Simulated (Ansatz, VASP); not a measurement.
Al3BSb2 in VASP and in Ansatz

Contents of INCAR:

```
PREC = Accurate
ENCUT = 500
EDIFF = 1E-7
ISMEAR = 0
SIGMA = 0.2
LREAL = F
LASPH = T
NELM = 120
ALGO = Normal
ISIF = 3
LWAVE = F
LCHARG = F
GGA = PE
IBRION = 2
NSW = 36
EDIFFG = -0.08
GGA_COMPAT = F
NELMIN = 4
```

The input KPOINTS:

```
Automatic mesh
0
Gamma
  5 5 2
```

POSCAR

```
Al3BSb2
1.0
    3.3039297300      0.0000000000      0.0000000000
    0.0000000000      3.3039297300      0.0000000000
    0.0000000000      0.0000000000      9.8777859300
Al B Sb
3 1 2
Direct
    0.5000000000      0.5000000000      0.1837450000
    0.5000000000      0.5000000000      0.5000000000
    0.5000000000      0.5000000000      0.8162550000
    0.0000000000      0.0000000000      0.0000000000
    0.0000000000      0.0000000000      0.3342649900
    0.0000000000      0.0000000000      0.6657350100
```

Input for Ansatz:

```yaml
crystal:
  lattice:
    - [3.30392973, 0.0, 0.0]
    - [0.0, 3.30392973, 0.0]
    - [0.0, 0.0, 9.87778593]
  atoms:
    - { symbol: Al, position: [0.5, 0.5, 0.183745] }
    - { symbol: Al, position: [0.5, 0.5, 0.5] }
    - { symbol: Al, position: [0.5, 0.5, 0.816255] }
    - { symbol: B, position: [0.0, 0.0, 0.0] }
    - { symbol: Sb, position: [0.0, 0.0, 0.33426499] }
    - { symbol: Sb, position: [0.0, 0.0, 0.66573501] }
basis:
  ecutwfc: 420
kpoints:
  mp_grid: { grid: [5, 5, 2] }
hamiltonian:
  xc: pbe
scf:
  occupations: { method: gaussian, width: 0.2 }
  lower_state_search: "off"
output:
  forces: true
  stress: true
  eigenvalues: true
relax:
  adjacent_minimum: "off"
  f_tol: 0.08
  max_steps: 16
  cell: { stress_tol: 0.8 }
```

Change from the starting cell: species swapped into the Al3Ni2Pt type (P4/mmm, No. 123).

Alike in both runs: task relaxation of cell and atoms; functional PBE; k mesh 5 × 5 × 2; occupations gaussian, width 0.2 eV; no spin polarisation.

|  | VASP | Ansatz |
| --- | --- | --- |
| version | VASP 6.6.1 | Ansatz 0.2.0 |
| potentials or method | VASP PAW PBE potentials, release 64 (Al, B, Sb), cutoff 500 eV | scalar-relativistic, plane waves, PAW |
| valence electrons in the cell | 22 | 42 |

```csv
,VASP,Ansatz,Ansatz less VASP
"gap on the k mesh at the Fermi level, each at its own relaxed structure (eV)",none,none,-
relaxed volume (Å³/atom),18.64,18.47,-0.165
relaxed cell length with the largest relative difference (Å),10.942,10.891,-0.0505
```

A gap of «none» marks a metal or a gap that the smearing closes. VASP's potentials hold 22 valence electrons a cell and Ansatz's 42, so a difference there can come from the potentials and not from the codes.

The k mesh is coarse, so the values compare programs but aren't converged. Neither program's run includes spin-orbit coupling.
